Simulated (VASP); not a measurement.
# TiCo (P4/mmm) in VASP: single point with PBEsol

Aim: the single point of TiCo with PBEsol.

Everything below comes from runs of VASP 6.6.1. Logs are shortened: lines on timing, memory, paths and dates and some standing lists are left out, and cuts for length are marked.

## 1. The cell of the first run

The structure is tetragonal, space group P4/mmm (No. 123). Conventional cell: a = 2.986 Å, b = 2.986 Å, c = 3.031 Å, α = 90.00°, β = 90.00°, γ = 90.00°. Within 3.4 Å of Ti (site symmetry 4/mmm) lie 8 Co at 2.60 Å and 6 Ti at 2.99 to 3.03 Å. Within 3.4 Å of Co (site symmetry 4/mmm) lie 8 Ti at 2.60 Å and 6 Co at 2.99 to 3.03 Å.

## 2. Single point, PBEsol, collinear spin, ferromagnetic start (strain +0.0150 x Voigt [0, 1, 0, 0, 0, 0])

Contents of INCAR:

```
SYSTEM = TiCo
PREC = Accurate
ENCUT = 520
EDIFF = 1E-6
ISMEAR = 0
SIGMA = 0.15
LREAL = .False.
LASPH = .True.
NELM = 150
ALGO = Normal
ISIF = 2
LWAVE = .False.
LCHARG = .True.
ISPIN = 2
MAGMOM = 0 0.4
LORBIT = 11
LMAXMIX = 4
GGA = PS
LELF = .True.
LVHAR = .True.
NBANDS = 22
```

Contents of KPOINTS:

```
regular mesh
0
Gamma
  16 16 16
  0 0 0
```

Contents of POSCAR:

```
TiCo
1.0
    2.9861109900      0.0000000000      0.0000000000
    0.0000000000      3.0309026548      0.0000000000
    0.0000000000      0.0000000000      2.9861109900
Ti Co
1 1
Direct
    0.0000000000      0.0000000000      0.0000000000
    0.5000000000      0.5000000000      0.5000000000
```

Potentials or basis: VASP PAW PBE potentials, release 64 (Ti_sv, Co).

Command:

```bash
$ cat potpaw_PBE.64/Ti_sv/POTCAR potpaw_PBE.64/Co/POTCAR > POTCAR
$ mpirun -np 1 vasp_std > vasp.out
```

OUTCAR:

```text
SYSTEM = TiCo
   PREC = Accurate
   ENCUT = 520
   EDIFF = 1E-6
   ISMEAR = 0
   LREAL = .False.
   LASPH = .True.
   NELM = 150
   ISIF = 2
   ISPIN = 2
   LORBIT = 11
   GGA = PS

 ion  position               nearest neighbor table
   1  0.000  0.000  0.000-   2 2.60   2 2.60   2 2.60   2 2.60   2 2.60   2 2.60   2 2.60   2 2.60

   2  0.500  0.500  0.500-   1 2.60   1 2.60   1 2.60   1 2.60   1 2.60   1 2.60   1 2.60   1 2.60

  LATTYP: Found a simple tetragonal cell.
 ALAT       =     2.9861109900
 C/A-ratio  =     1.0150000000

  Lattice vectors:

 A1 = (  -2.9861109900,   0.0000000000,   0.0000000000)
 A2 = (   0.0000000000,   0.0000000000,   2.9861109900)
 A3 = (   0.0000000000,   3.0309026548,   0.0000000000)

Analysis of symmetry for initial positions (statically):
=====================================================================
 Subroutine PRICEL returns:
 Original cell was already a primitive cell.

 Routine SETGRP: Setting up the symmetry group for a
 simple tetragonal supercell.

 Subroutine GETGRP returns: Found 16 space group operations
 (whereof 16 operations were pure point group operations)
 out of a pool of 16 trial point group operations.

The static configuration has the point symmetry D_4h.

Analysis of symmetry for dynamics (positions and initial velocities):
=====================================================================
 Subroutine PRICEL returns:
 Original cell was already a primitive cell.

 Routine SETGRP: Setting up the symmetry group for a
 simple tetragonal supercell.

 Subroutine GETGRP returns: Found 16 space group operations
 (whereof 16 operations were pure point group operations)
 out of a pool of 16 trial point group operations.

The dynamic configuration has the point symmetry D_4h.

Analysis of structural, dynamic, and magnetic symmetry:
=====================================================================
 Subroutine PRICEL returns:
 Original cell was already a primitive cell.

 Routine SETGRP: Setting up the symmetry group for a
 simple tetragonal supercell.

 Subroutine GETGRP returns: Found 16 space group operations
 (whereof 16 operations were pure point group operations)
 out of a pool of 16 trial point group operations.

The overall configuration has the point symmetry D_4h.

 Subroutine INISYM returns: Found 16 space group operations
 (whereof 16 operations are pure point group operations),
 and found     1 'primitive' translations

----------------------------------------------------------------------------------------

                                     Primitive cell

  volume of cell :      27.0261

  direct lattice vectors                    reciprocal lattice vectors
     2.986110990  0.000000000  0.000000000     0.334883735  0.000000000  0.000000000
     0.000000000  3.030902655  0.000000000     0.000000000  0.329934714  0.000000000
     0.000000000  0.000000000  2.986110990     0.000000000  0.000000000  0.334883735

  length of vectors
     2.986110990  3.030902655  2.986110990     0.334883735  0.329934714  0.334883735

  position of ions in fractional coordinates (direct lattice)
     0.000000000  0.000000000  0.000000000
     0.500000000  0.500000000  0.500000000

  ion indices of the primitive-cell ions
   primitive index   ion index
                 1           1
                 2           2

----------------------------------------------------------------------------------------

 KPOINTS: regular mesh

Automatic generation of k-mesh.
 Grid dimensions read from file:
 generate k-points for:   16   16   16

 Generating k-lattice:

  Cartesian coordinates                     Fractional coordinates (reciprocal lattice)
     0.020930233  0.000000000  0.000000000     0.062500000  0.000000000  0.000000000
     0.000000000  0.020620920  0.000000000     0.000000000  0.062500000  0.000000000
     0.000000000  0.000000000  0.020930233     0.000000000  0.000000000  0.062500000

  Length of vectors
     0.020930233  0.020620920  0.020930233

  Shift w.r.t. Gamma in fractional coordinates (k-lattice)
     0.000000000  0.000000000  0.000000000

 Subroutine IBZKPT returns following result:
 ===========================================

 Found    405 irreducible k-points:

 Following reciprocal coordinates:
            Coordinates               Weight
  0.000000  0.000000  0.000000      1.000000
  0.062500  0.000000  0.000000      4.000000
  0.125000  0.000000  0.000000      4.000000
  0.187500  0.000000  0.000000      4.000000
  0.250000  0.000000  0.000000      4.000000
  0.312500  0.000000  0.000000      4.000000
[... 16 lines left out ...]
  0.250000  0.125000  0.000000      8.000000
  0.312500  0.125000  0.000000      8.000000
 [... further k-points ...]
   k-points           NKPTS =    405   k-points in BZ     NKDIM =    405   number of bands    NBANDS=     22
   number of dos      NEDOS =    301   number of ions     NIONS =      2
   total plane-waves  NPLWV =  13824
   dimension x,y,z NGX =    24 NGY =   24 NGZ =   24
   dimension x,y,z NGXF=    48 NGYF=   48 NGZF=   48
   ions per type =               1   1
   NGX,Y,Z   is equivalent  to a cutoff of  13.36, 13.16, 13.36 a.u.
   NGXF,Y,Z  is equivalent  to a cutoff of  26.72, 26.33, 26.72 a.u.
 SYSTEM =  TiCo
   PREC   = accura    normal or accurate (medium, high low for compatibility)
   ISTART =      0    job   : 0-new  1-cont  2-samecut
   ICHARG =      2    charge: 1-file 2-atom 10-const
   ISPIN  =      2    spin polarized calculation?
   LNONCOLLINEAR =      F non collinear calculations
   LSORBIT =      F    spin-orbit coupling
   LASPH  =      T    aspherical Exc in radial PAW
   ENCUT  =  520.0 eV  38.22 Ry    6.18 a.u.   5.55  5.64  5.55*2*pi/ulx,y,z
   NELM   =    150;   NELMIN=  2; NELMDL= -5     # of ELM steps
   EDIFF  = 0.1E-05   stopping-criterion for ELM
   LREAL  =      F    real-space projection
   EDIFFG = 0.1E-04   stopping-criterion for IOM
   NSW    =      0    number of steps for IOM
   IBRION =     -1    ionic relax: 0-MD 1-quasi-New 2-CG
   NFREE  =      0    steps in history (QN), initial steepest desc. (CG)
   ISIF   =      2    stress and relaxation
   ISYM   =      2    0-nonsym 1-usesym 2-fastsym
   POTIM  = 0.5000    time-step for ionic-motion
   TEBEG  =    0.0;   TEEND  =   0.0 temperature during run
   PSTRESS=    0.0 pullay stress
   NELECT =      21.0000    total number of electrons
   NUPDOWN=      -1.0000    fix difference up-down
   EMIN   =  10.00;   EMAX   =-10.00  energy-range for DOS
   EFERMI =   0.00;   METHOD = LEGACY
   ISMEAR =     0;   SIGMA  =   0.15  broadening in eV -4-tet -1-fermi 0-gaus
   EFERMI_NEDOS =   21; number of points for ismear=-14 and -15
   IALGO  =     38    algorithm
   IMIX   =      4    mixing-type and parameters
     AMIX     =   0.40;   BMIX     =  1.00
     AMIX_MAG =   1.60;   BMIX_MAG =  1.00
  volume/ion in A,a.u.               =      13.51        91.19
  Fermi-wavevector in a.u.,A,eV,Ry     =   1.505058  2.844148 30.819921  2.265200
  Thomas-Fermi vector in A             =   2.615957
   LORBIT       =     11    0 simple, 1 ext, 2 COOP (PROOUT), +10 PAW based schemes
   GGA     = PS    functional components
   LHFCALC =     F    Hartree Fock is set to
   AEXX    =    0.0000 exact exchange contribution
   IVDW    =     0    specifies the selected vdW correction
   LEPSILON=     F    determine dielectric tensor
   LRPA    =     F    only Hartree local field effects (RPA)
 spin polarized calculation
 Gauss-broadening in eV      SIGMA  =   0.15
  energy-cutoff  :      520.00
  volume of cell :       27.03
 maximum number of plane-waves:       743
 NGX is ok and might be reduce to    24
   NGX = 11   NGY = 11   NGZ = 11

 number of electron      20.9999988 magnetization      -0.2804568

 number of electron      20.9999988 magnetization       0.0004847

 Free energy of the ion-electron system (eV)
  ---------------------------------------------------
  ext. energy  EPLUGINS =         0.00000000
  ---------------------------------------------------
  free energy    TOTEN  =       -16.83381370 eV

  energy without entropy =      -16.80112769  energy(sigma->0) =      -16.81747070

 E-fermi :   9.5427     XC(G=0): -12.6515

 val. band max:        9.5423671861   @ k =   0.4375   0.1250   0.2500
 cond. band min:       9.5453752958   @ k =   0.4375   0.2500   0.1875
 fundamental gap:      0.0030081097
 Fermi energy:         9.5426646983

 spin component 1

 k-point     1 :       0.0000    0.0000    0.0000
  band No.  band energies     occupation
      1     -47.4373      1.00000
      2     -23.6425      1.00000
      3     -23.6253      1.00000
      4     -23.6253      1.00000
      5       1.9459      1.00000
      6       5.8725      1.00000
[... 14 lines left out ...]
     21      28.6160      0.00000
     22      30.1322      0.00000

 k-point     2 :       0.0625    0.0000    0.0000
  band No.  band energies     occupation
      1     -47.4361      1.00000
      2     -23.6416      1.00000
      3     -23.6370      1.00000
      4     -23.6245      1.00000
      5       2.0234      1.00000
      6       5.9079      1.00000
[... 14 lines left out ...]
     21      28.8684      0.00000
     22      30.1608      0.00000

 k-point     3 :       0.1250    0.0000    0.0000
  band No.  band energies     occupation
      1     -47.4327      1.00000
      2     -23.6700      1.00000
      3     -23.6392      1.00000
      4     -23.6220      1.00000
      5       2.2528      1.00000
      6       6.0110      1.00000
[... 14 lines left out ...]
     21      29.6321      0.00000
     22      29.7068      0.00000
[... 476 lines left out ...]
 k-point    23 :       0.2500    0.1250    0.0000
  band No.  band energies     occupation
      1     -47.4176      1.00000
      2     -23.7726      1.00000
      3     -23.6684      1.00000
      4     -23.6109      1.00000
      5       3.3762      1.00000
      6       6.3948      1.00000
[... 14 lines left out ...]
     21      27.3639      0.00000
     22      29.0633      0.00000

 k-point    24 :       0.3125    0.1250    0.0000
  band No.  band energies     occupation
      1     -47.4115      1.00000
      2     -23.8291      1.00000
      3     -23.6634      1.00000
      4     -23.6064      1.00000
      5       3.9467      1.00000
      6       6.4779      1.00000
[... 14 lines left out ...]
     21      27.5243      0.00000
     22      28.4870      0.00000

 [... further k-points ...]

 spin component 2

 k-point     1 :       0.0000    0.0000    0.0000
  band No.  band energies     occupation
      1     -47.4375      1.00000
      2     -23.6427      1.00000
      3     -23.6255      1.00000
      4     -23.6255      1.00000
      5       1.9458      1.00000
      6       5.8729      1.00000
[... 14 lines left out ...]
     21      28.6160      0.00000
     22      30.1320      0.00000

 k-point     2 :       0.0625    0.0000    0.0000
  band No.  band energies     occupation
      1     -47.4363      1.00000
      2     -23.6418      1.00000
      3     -23.6371      1.00000
      4     -23.6246      1.00000
      5       2.0233      1.00000
      6       5.9083      1.00000
[... 14 lines left out ...]
     21      28.8684      0.00000
     22      30.1607      0.00000

 k-point     3 :       0.1250    0.0000    0.0000
  band No.  band energies     occupation
      1     -47.4328      1.00000
      2     -23.6702      1.00000
      3     -23.6393      1.00000
      4     -23.6222      1.00000
      5       2.2526      1.00000
      6       6.0115      1.00000
[... 14 lines left out ...]
     21      29.6320      0.00000
     22      29.7068      0.00000
[... 476 lines left out ...]
 k-point    23 :       0.2500    0.1250    0.0000
  band No.  band energies     occupation
      1     -47.4177      1.00000
      2     -23.7728      1.00000
      3     -23.6686      1.00000
      4     -23.6111      1.00000
      5       3.3761      1.00000
      6       6.3953      1.00000
[... 14 lines left out ...]
     21      27.3638      0.00000
     22      29.0632      0.00000

 k-point    24 :       0.3125    0.1250    0.0000
  band No.  band energies     occupation
      1     -47.4117      1.00000
      2     -23.8293      1.00000
      3     -23.6636      1.00000
      4     -23.6066      1.00000
      5       3.9465      1.00000
      6       6.4783      1.00000
[... 14 lines left out ...]
     21      27.5243      0.00000
     22      28.4869      0.00000

 [... further k-points ...]

------------------------ aborting loop because EDIFF is reached ----------------------------------------

  FORCE on cell =-STRESS in cart. coord.  units (eV):
  Direction    XX          YY          ZZ          XY          YZ          ZX
  --------------------------------------------------------------------------------------
  -------------------------------------------------------------------------------------
  Total       -1.9426385     -2.0446949     -1.9426385     -0.0000000      0.0000000      0.0000000
  in kB     -115.1645174   -121.2146818   -115.1645174     -0.0000000      0.0000000      0.0000000
  external PRESSURE =    -117.1812389 kB  Pullay stress =       0.0000000 kB

 VOLUME and BASIS-vectors are now :
 -----------------------------------------------------------------------------
  energy-cutoff  :      520.00
  volume of cell :       27.03
      direct lattice vectors                 reciprocal lattice vectors
     2.986110990  0.000000000  0.000000000     0.334883735  0.000000000  0.000000000
     0.000000000  3.030902655  0.000000000     0.000000000  0.329934714  0.000000000
     0.000000000  0.000000000  2.986110990     0.000000000  0.000000000  0.334883735

 POSITION                                       TOTAL-FORCE (eV/Angst)
 -----------------------------------------------------------------------------------
      0.00000      0.00000      0.00000         0.000000      0.000000      0.000000
      1.49306      1.51545      1.49306         0.000000      0.000000      0.000000
 -----------------------------------------------------------------------------------
    total drift:                                0.000000      0.000000     -0.000000

  FREE ENERGIE OF THE ION-ELECTRON SYSTEM (eV)
  ---------------------------------------------------
  free  energy   TOTEN  =       -16.8338137036 eV

  energy  without entropy=      -16.8011276876  energy(sigma->0) =      -16.81747070

 total charge

# of ion       s       p       d       tot
------------------------------------------
    1        2.245   6.173   1.841  10.259
    2        0.515   0.432   7.336   8.283
--------------------------------------------------
tot          2.759   6.606   9.177  18.542

 magnetization (x)

# of ion       s       p       d       tot
------------------------------------------
    1       -0.000  -0.000  -0.000  -0.000
    2        0.000  -0.000   0.001   0.001
--------------------------------------------------
tot          0.000  -0.000   0.001   0.001
```

Run time: 3.9 min. Hardware: 1 thread of Intel Xeon 6975P-C (Granite Rapids), shared host; peak memory 0.46 GiB.

Results:

```yaml
Free_energy: -16.8338 eV
Pressure: -11.7 GPa
Net_moment: 0.00 μB per cell
Valence_electrons_inside_the_program's_atomic_spheres: Ti 10.26; Co 8.28
```

Stress tensor (GPa, compression positive):
```
-11.52   0.00   0.00
  0.00 -12.12   0.00
  0.00   0.00 -11.52
```

Levels at points of the mesh, in eV from the Fermi level:
Spin up:
| k point | band 7 | band 8 | band 9 | band 10 | band 11 | band 12 | band 13 | band 14 |
| --- | --- | --- | --- | --- | --- | --- | --- | --- |
| (0.00, 0.00, 0.00) | -3.64 | -1.41 | -1.41 | -1.35 | 0.72 | 0.82 | 2.68 | 2.68 |
| (0.50, 0.00, 0.00) | -2.27 | -1.51 | -1.46 | -0.99 | -0.73 | 0.14 | 0.55 | 0.68 |
| (0.00, 0.50, 0.00) | -2.30 | -1.45 | -1.45 | -0.96 | -0.79 | 0.02 | 0.71 | 0.71 |
| (0.50, 0.50, 0.00) | -2.29 | -2.28 | -0.59 | -0.17 | 0.58 | 0.61 | 1.17 | 2.52 |
| (0.50, 0.00, 0.50) | -2.38 | -2.38 | -0.56 | -0.08 | 0.71 | 0.71 | 1.30 | 2.53 |
| (0.50, 0.50, 0.50) | -2.34 | -2.08 | -2.01 | -2.01 | -0.56 | -0.53 | 3.04 | 3.12 |
Spin down:
```tsv
k point	band 8	band 9	band 10	band 11	band 12	band 13
(0.00, 0.00, 0.00)	-1.41	-1.41	-1.35	0.72	0.82	2.68
(0.50, 0.00, 0.00)	-1.51	-1.46	-0.99	-0.73	0.14	0.55
(0.00, 0.50, 0.00)	-1.45	-1.45	-0.96	-0.79	0.02	0.71
(0.50, 0.50, 0.00)	-2.28	-0.59	-0.17	0.58	0.61	1.17
(0.50, 0.00, 0.50)	-2.38	-0.56	-0.08	0.71	0.71	1.30
(0.50, 0.50, 0.50)	-2.08	-2.01	-2.01	-0.56	-0.53	3.04
```

Caveat: the cell differs from its parent crystal (strain +0.0150 x Voigt [0, 1, 0, 0, 0, 0]); the cell stands under tension; the PAW data sets were made with another functional, which shifts forces and pressure a little.
